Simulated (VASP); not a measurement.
# Cu (P6_3/mmc) in VASP: relaxation of cell and atoms with BLYP

Aim: the relaxation of cell and atoms of Cu with BLYP.

Program: VASP 6.6.1. These are calculated values, not measurements. Logs are shortened: lines on timing, memory, paths and dates and some standing lists are left out, and cuts for length are marked.

## Step 1: The cell of the first run

The structure is hexagonal, space group P6_3/mmc (No. 194). The conventional cell has a = 2.556 Å, b = 2.556 Å, c = 8.348 Å, α = 90.00°, β = 90.00°, γ = 120.00°. Cu (site symmetry -3m) has 12 Cu at 2.56 Å within 3.4 Å. Within 3.4 Å of Cu (site symmetry -6m2) lie 12 Cu at 2.56 Å.

This isn't the form of Cu at room conditions, which is fcc.

## Step 2: Relaxation of cell and atoms, BLYP

Input file INCAR:

```
SYSTEM = Cu
AGGAC = 1.0 ; AGGAX = 1.0
ALDAC = 0.0 ; ALDAX = 1.0
ALGO = Normal ; EDIFF = 1E-7
EDIFFG = -0.01 ; ENCUT = 820
GGA = B5 ; GGA_COMPAT = .False.
IBRION = 2 ; ISIF = 3
ISMEAR = -1 ; LASPH = .True.
LCHARG = .False. ; LREAL = .False.
LWAVE = .False. ; NELM = 120
NELMIN = 4 ; NSW = 80
PREC = Accurate ; SIGMA = 0.1
```

Input file KPOINTS:

```
k-points
0
Gamma
  14 14 4
  0 0 0
```

Input file POSCAR:

```
Cu
1.0
    2.5561591618      0.0000000000      0.0000000000
   -1.2780795809      2.2136987702      0.0000000000
    0.0000000000      0.0000000000      8.3484158223
Cu
4
Direct
    0.0000000000      0.0000000000      0.0000000000
    0.0000000000      0.0000000000      0.5000000000
    0.3333333333      0.6666666667      0.2500000000
    0.6666666667      0.3333333333      0.7500000000
```

Potentials or basis: VASP PAW PBE potentials, release 64 (Cu_sv_GW).

Command:

```sh
> cat potpaw_PBE.64/Cu_sv_GW/POTCAR > POTCAR
> mpirun -np 1 vasp_std > vasp.out
```

OUTCAR:

```text
SYSTEM = Cu
   EDIFF = 1E-7
   EDIFFG = -0.01
   ENCUT = 820
   GGA = B5
   IBRION = 2
   ISIF = 3
   ISMEAR = -1
   LASPH = .True.
   LREAL = .False.
   NELM = 120
   NELMIN = 4
   NSW = 80
   PREC = Accurate

 ion  position               nearest neighbor table
   1  0.000  0.000  0.000-   3 2.56   4 2.56   3 2.56   4 2.56   4 2.56   3 2.56
   2  0.000  0.000  0.500-   3 2.56   4 2.56   3 2.56   4 2.56   4 2.56   3 2.56
   3  0.333  0.667  0.250-   1 2.56   2 2.56   1 2.56   2 2.56   1 2.56   2 2.56
   4  0.667  0.333  0.750-   1 2.56   2 2.56   1 2.56   2 2.56   1 2.56   2 2.56

  LATTYP: Found a hexagonal cell.
 ALAT       =     2.5561591618
 C/A-ratio  =     3.2659999999

  Lattice vectors:

 A1 = (   2.5561591618,   0.0000000000,   0.0000000000)
 A2 = (  -1.2780795809,   2.2136987702,   0.0000000000)
 A3 = (   0.0000000000,   0.0000000000,   8.3484158223)

Analysis of symmetry for initial positions (statically):
=====================================================================
 Subroutine PRICEL returns:
 Original cell was already a primitive cell.

 Routine SETGRP: Setting up the symmetry group for a
 hexagonal supercell.

 Subroutine GETGRP returns: Found 24 space group operations
 (whereof 12 operations were pure point group operations)
 out of a pool of 24 trial point group operations.

The static configuration has the point symmetry D_3d.
 The point group associated with its full space group is D_6h.

Analysis of symmetry for dynamics (positions and initial velocities):
=====================================================================
 Subroutine PRICEL returns:
 Original cell was already a primitive cell.

 Routine SETGRP: Setting up the symmetry group for a
 hexagonal supercell.

 Subroutine GETGRP returns: Found 24 space group operations
 (whereof 12 operations were pure point group operations)
 out of a pool of 24 trial point group operations.

The dynamic configuration has the point symmetry D_3d.
 The point group associated with its full space group is D_6h.

 Subroutine INISYM returns: Found 24 space group operations
 (whereof 12 operations are pure point group operations),
 and found     1 'primitive' translations

----------------------------------------------------------------------------------------

                                     Primitive cell

  volume of cell :      47.2401

  direct lattice vectors                    reciprocal lattice vectors
     2.556159162  0.000000000  0.000000000     0.391211946  0.225866322  0.000000000
    -1.278079581  2.213698770  0.000000000     0.000000000  0.451732645  0.000000000
     0.000000000  0.000000000  8.348415822     0.000000000  0.000000000  0.119783205

  length of vectors
     2.556159162  2.556159162  8.348415822     0.451732645  0.451732645  0.119783205

  position of ions in fractional coordinates (direct lattice)
     0.000000000  0.000000000  0.000000000
     0.000000000  0.000000000  0.500000000
     0.333333333  0.666666667  0.250000000
     0.666666667  0.333333333  0.750000000

  ion indices of the primitive-cell ions
   primitive index   ion index
                 1           1
                 2           2
                 3           3
                 4           4

----------------------------------------------------------------------------------------

 KPOINTS: k-points

Automatic generation of k-mesh.
 Grid dimensions read from file:
 generate k-points for:   14   14    4

 Generating k-lattice:

  Cartesian coordinates                     Fractional coordinates (reciprocal lattice)
     0.027943710  0.016133309  0.000000000     0.071428571  0.000000000  0.000000000
     0.000000000  0.032266617  0.000000000     0.000000000  0.071428571  0.000000000
     0.000000000  0.000000000  0.029945801     0.000000000  0.000000000  0.250000000

  Length of vectors
     0.032266617  0.032266617  0.029945801

  Shift w.r.t. Gamma in fractional coordinates (k-lattice)
     0.000000000  0.000000000  0.000000000

 Subroutine IBZKPT returns following result:
 ===========================================

 Found     72 irreducible k-points:

 Following reciprocal coordinates:
            Coordinates               Weight
  0.000000  0.000000  0.000000      1.000000
  0.071429  0.000000  0.000000      6.000000
  0.142857  0.000000  0.000000      6.000000
  0.214286  0.000000  0.000000      6.000000
  0.285714 -0.000000  0.000000      6.000000
  0.357143 -0.000000  0.000000      6.000000
[... 16 lines left out ...]
  0.285714  0.285714  0.000000      6.000000
  0.357143  0.285714  0.000000      6.000000
 [... further k-points ...]
   k-points           NKPTS =     72   k-points in BZ     NKDIM =     72   number of bands    NBANDS=     45
   number of dos      NEDOS =    301   number of ions     NIONS =      4
   total plane-waves  NPLWV =  46080
   dimension x,y,z NGX =    24 NGY =   24 NGZ =   80
   dimension x,y,z NGXF=    48 NGYF=   48 NGZF=  160
   ions per type =               4
   NGX,Y,Z   is equivalent  to a cutoff of  15.61, 15.61, 15.93 a.u.
   NGXF,Y,Z  is equivalent  to a cutoff of  31.22, 31.22, 31.86 a.u.
 SYSTEM =  Cu
   PREC   = accura    normal or accurate (medium, high low for compatibility)
   ISTART =      0    job   : 0-new  1-cont  2-samecut
   ICHARG =      2    charge: 1-file 2-atom 10-const
   ISPIN  =      1    spin polarized calculation?
   LNONCOLLINEAR =      F non collinear calculations
   LSORBIT =      F    spin-orbit coupling
   LASPH  =      T    aspherical Exc in radial PAW
   ENCUT  =  820.0 eV  60.27 Ry    7.76 a.u.   5.97  5.97 19.49*2*pi/ulx,y,z
   NELM   =    120;   NELMIN=  4; NELMDL= -5     # of ELM steps
   EDIFF  = 0.1E-06   stopping-criterion for ELM
   LREAL  =      F    real-space projection
   EDIFFG = -.1E-01   stopping-criterion for IOM
   NSW    =     80    number of steps for IOM
   IBRION =      2    ionic relax: 0-MD 1-quasi-New 2-CG
   NFREE  =      1    steps in history (QN), initial steepest desc. (CG)
   ISIF   =      3    stress and relaxation
   ISYM   =      2    0-nonsym 1-usesym 2-fastsym
   POTIM  = 0.5000    time-step for ionic-motion
   TEBEG  =    0.0;   TEEND  =   0.0 temperature during run
   PSTRESS=    0.0 pullay stress
   NELECT =      76.0000    total number of electrons
   NUPDOWN=      -1.0000    fix difference up-down
   EMIN   =  10.00;   EMAX   =-10.00  energy-range for DOS
   EFERMI =   0.00;   METHOD = LEGACY
   ISMEAR =    -1;   SIGMA  =   0.10  broadening in eV -4-tet -1-fermi 0-gaus
   EFERMI_NEDOS =   21; number of points for ismear=-14 and -15
   IALGO  =     38    algorithm
   IMIX   =      4    mixing-type and parameters
     AMIX     =   0.40;   BMIX     =  1.00
     AMIX_MAG =   1.60;   BMIX_MAG =  1.00
  volume/ion in A,a.u.               =      11.81        79.70
  Fermi-wavevector in a.u.,A,eV,Ry     =   1.918268  3.625000 50.066048  3.679751
  Thomas-Fermi vector in A             =   2.953306
   LORBIT       =      0    0 simple, 1 ext, 2 COOP (PROOUT), +10 PAW based schemes
   GGA     = B5    functional components
   LHFCALC =     F    Hartree Fock is set to
   AEXX    =    0.0000 exact exchange contribution
   IVDW    =     0    specifies the selected vdW correction
   LEPSILON=     F    determine dielectric tensor
   LRPA    =     F    only Hartree local field effects (RPA)
 conjugate gradient relaxation of ions
 non-spin polarized calculation
  energy-cutoff  :      820.00
  volume of cell :       47.24
 maximum number of plane-waves:      2550
 NGX is ok and might be reduce to    24
   NGX = 11   NGY = 11   NGZ = 39

--------------------------------------- Ionic step        1  -------------------------------------------

 number of electron      76.0000020 magnetization

 Free energy of the ion-electron system (eV)
  ---------------------------------------------------
  ext. energy  EPLUGINS =         0.00000000
  ---------------------------------------------------
  free energy    TOTEN  =       -12.04292875 eV

  energy without entropy =      -11.99880683  energy(sigma->0) =      -12.02086779

------------------------ aborting loop because EDIFF is reached ----------------------------------------

  FORCE on cell =-STRESS in cart. coord.  units (eV):
  Direction    XX          YY          ZZ          XY          YZ          ZX
  --------------------------------------------------------------------------------------
  -------------------------------------------------------------------------------------
  Total        2.6303733      2.6303733      2.6142826      0.0000000      0.0000000     -0.0000000
  in kB       89.2108090     89.2108090     88.6650846      0.0000000      0.0000000     -0.0000000
  external PRESSURE =      89.0289009 kB  Pullay stress =       0.0000000 kB
[... 99 lines left out ...]
  energy  without entropy=      -12.0722934985  energy(sigma->0) =      -12.09485726

--------------------------------------- Ionic step        4  -------------------------------------------

 number of electron      75.9999963 magnetization

 Free energy of the ion-electron system (eV)
  ---------------------------------------------------
  ext. energy  EPLUGINS =         0.00000000
  ---------------------------------------------------
  free energy    TOTEN  =       -12.11741258 eV

  energy without entropy =      -12.07230353  energy(sigma->0) =      -12.09485805

 E-fermi :   7.3534     XC(G=0): -12.4757

 val. band max:        7.3472904610   @ k =   0.4286   0.0714   0.5000
 cond. band min:       7.4269514981   @ k =   0.4286   0.0000   0.0000
 fundamental gap:      0.0796610371
 Fermi energy:         7.3534353517

 k-point     1 :       0.0000    0.0000    0.0000
  band No.  band energies     occupation
      1    -104.5962      2.00000
      2    -104.5940      2.00000
      3    -104.5841      2.00000
      4    -104.5818      2.00000
      5     -62.3049      2.00000
      6     -62.2649      2.00000
[... 1141 lines left out ...]
     44      14.1947      0.00000
     45      14.2749      0.00000

 [... further k-points ...]

------------------------ aborting loop because EDIFF is reached ----------------------------------------

  FORCE on cell =-STRESS in cart. coord.  units (eV):
  Direction    XX          YY          ZZ          XY          YZ          ZX
  --------------------------------------------------------------------------------------
  -------------------------------------------------------------------------------------
  Total        0.0169117      0.0169117     -0.0115257      0.0000000      0.0000000      0.0000000
  in kB        0.5418568      0.5418568     -0.3692893      0.0000000      0.0000000      0.0000000
  external PRESSURE =       0.2381414 kB  Pullay stress =       0.0000000 kB
[... 19 lines left out ...]
  FREE ENERGIE OF THE ION-ELECTRON SYSTEM (eV)
  ---------------------------------------------------
  free  energy   TOTEN  =       -12.1174125826 eV

  energy  without entropy=      -12.0723035253  energy(sigma->0) =      -12.09485805

 reached required accuracy - stopping structural energy minimisation
```

Run time: 16 min. Hardware: 1 thread of AMD EPYC 9R45 (Zen 5), shared host; peak memory 0.36 GiB.

What came out:

- Free energy: -12.1174 eV
- Relaxed volume: 12.50 Å³/atom
- Relaxed cell: a = 2.605 Å, b = 2.605 Å, c = 8.508 Å, α = 90.00°, β = 90.00°, γ = 120.00°
- Space group after relaxing (to 0.1 Å): P6_3/mmc (No. 194)
- Energy gained by relaxing: 18.6 meV/atom
- Ionic steps: 4
- Pressure after relaxing: 0.0 GPa
- Band gap on the k mesh: zero (bands 38 and 39 overlap by 4.52 eV)

Step by step:
```tsv
step	energy change (eV)	largest force (eV/Å)	pressure (GPa)	volume (Å³)
1	0.0000	0.0000	8.90	47.24
2	-0.0479	0.0000	-4.72	51.87
3	-0.0745	0.0000	-0.15	50.06
4	-0.0745	0.0000	0.02	50.00
```

Final structure:
```xyz
4
Lattice="2.6052 0.0000 0.0000 -1.3026 2.2562 0.0000 0.0000 0.0000 8.5076" Properties=species:S:1:pos:R:3 pbc="T T T"
Cu    0.0000    0.0000    0.0000
Cu    0.0000    0.0000    4.2538
Cu    0.0000    1.5041    2.1269
Cu    1.3026    0.7521    6.3807
```

Levels at points of the mesh, in eV from the Fermi level:
```
           k point  band 36  band 37  band 38  band 39  band 40  band 41
(0.00, 0.00, 0.00)    -1.92    -1.92    -1.65    -1.65    -0.66     3.44
(0.50, 0.00, 0.00)    -1.50    -0.34     0.64     0.96     1.51     4.26
(0.00, 0.00, 0.50)    -2.18    -1.76    -1.76    -1.76    -1.76     6.62
(0.50, 0.00, 0.50)    -1.53     0.18     0.18     1.35     1.35     4.85
```

Caveat: the PAW data sets were made with another functional, which shifts forces and pressure a little.

The gap in the log of VASP goes by the Fermi energy; the results here count the filled bands.